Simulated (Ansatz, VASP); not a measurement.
## InP: VASP beside Ansatz

```xyz
2
Lattice="-0.0857 2.8122 2.8122 2.8122 -0.0857 2.8122 2.8122 2.8122 -0.0857" Properties=species:S:1:pos:R:3 pbc="T T T"
In    0.0000    0.0000    0.0000
P     2.7693    2.7693    2.7693
```

Change from the starting cell: equal xy, yz and zx shear strains of -3 %, crystal datasets.

Alike in both runs: task electric field gradients; functional PBEsol; k mesh 11 × 11 × 11; occupations fermi-dirac, width 0.03 eV; no spin polarisation.

|  | VASP | Ansatz |
| --- | --- | --- |
| version | VASP 6.6.1 | Ansatz 0.2.0 |
| potentials or method | VASP PAW PBE potentials, release 64 (In_d, P), cutoff 520 eV | all-electron PAW with datasets made for the crystal, scalar-relativistic |

VASP gave:

| Item | Value |
| --- | --- |
| pressure (GPa) | -8.2 |
| traceless stress, the component that is largest in VASP (GPa) | 0.81 |
| size of Vzz on the site where it differs most (V/Å²) | 11.8 |

Which values does Ansatz return?

Pressure (GPa): -8.2; traceless stress, the component that is largest in VASP (GPa): 0.81; size of Vzz on the site where it differs most (V/Å²): 13.5.

VASP's potentials were made for PBE, not for PBEsol. Ansatz ran all-electron here, and VASP with PAW potentials.
